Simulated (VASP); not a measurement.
Set up this calculation in VASP 6.6.1, as the native input.

```
Task                   : single point
Functional             : PBE
Potentials or basis    : VASP PAW PBE potentials, release 64 (Mg, Zr_sv, N)
Cutoff                 : 600 eV
k mesh                 : 4 × 4 × 2
Occupations            : gaussian, width 0.2 eV
Spin                   : no spin polarisation
Dipole correction      : no
Further INCAR settings : ALGO = Normal; EDIFF = 1e-06; NBANDS = 26
```

The structure of Mg5ZrN2 lies in POSCAR:

```
Mg5ZrN2
1.0
    5.7611415691     -0.0000000037      0.0000000000
   -2.8805707814      4.9892949555      0.0000000000
    0.0000000000      0.0000000000      5.4134906257
Mg Zr N
5 1 2
Direct
    0.3333333333      0.6666666667      0.0000000000
    0.6666666667      0.3333333333      0.0000000000
    0.5000000000      0.0000000000      0.5000000000
    0.0000000000      0.5000000000      0.5000000000
    0.5000000000      0.5000000000      0.5000000000
    0.0000000000      0.0000000000      0.0000000000
    0.0000000000      0.0000000000      0.3840564137
    0.0000000000      0.0000000000      0.6159435863
```

These files were run (other wordings do the same):

INCAR

```
SYSTEM = Mg5ZrN2
PREC     = Accurate       ! precision mode
ENCUT    = 600            ! plane-wave cutoff, eV
EDIFF    = 1E-6           ! SCF threshold, eV
ISMEAR   = 0              ! smearing method
SIGMA    = 0.2            ! smearing width, eV
LREAL    = .FALSE.        ! projectors in reciprocal space
LASPH    = .TRUE.         ! aspherical terms in the spheres
NELM     = 120            ! most SCF steps
ALGO     = Normal         ! electronic algorithm
ISIF     = 2              ! what is computed and relaxed
LWAVE    = .FALSE.        ! write WAVECAR
LCHARG   = .TRUE.         ! write CHGCAR
GGA      = PE             ! functional
LELF     = .TRUE.         ! ELF
LVHAR    = .TRUE.       
NBANDS   = 26             ! bands
GGA_COMPAT= .FALSE.
```

KPOINTS

```
Automatic mesh
0
G
  4 4 2
  0 0 0
```

Potentials or basis: VASP PAW PBE potentials, release 64 (Mg, Zr_sv, N).

Run with:

```sh
$ cat potpaw_PBE.64/Mg/POTCAR potpaw_PBE.64/Zr_sv/POTCAR potpaw_PBE.64/N/POTCAR > POTCAR
$ mpirun -np 1 vasp_std > vasp.out
```

Results of the run:

- Pressure: 0.1 GPa
- Largest force: 0.179 eV/Å
- Band gap on the k mesh: zero (band 16 reaches 4.38 eV, above the bottom of band 17 at 2.78 eV)

Caveat: the k points lie up to 0.58 Å⁻¹ apart; the standard files for N, O and F lose accuracy on very short bonds.

Wall time 54 s on 1 thread of Intel(R) Xeon(R) Platinum 8488C (Sapphire Rapids), on a shared host, peak memory 0.34 GiB.
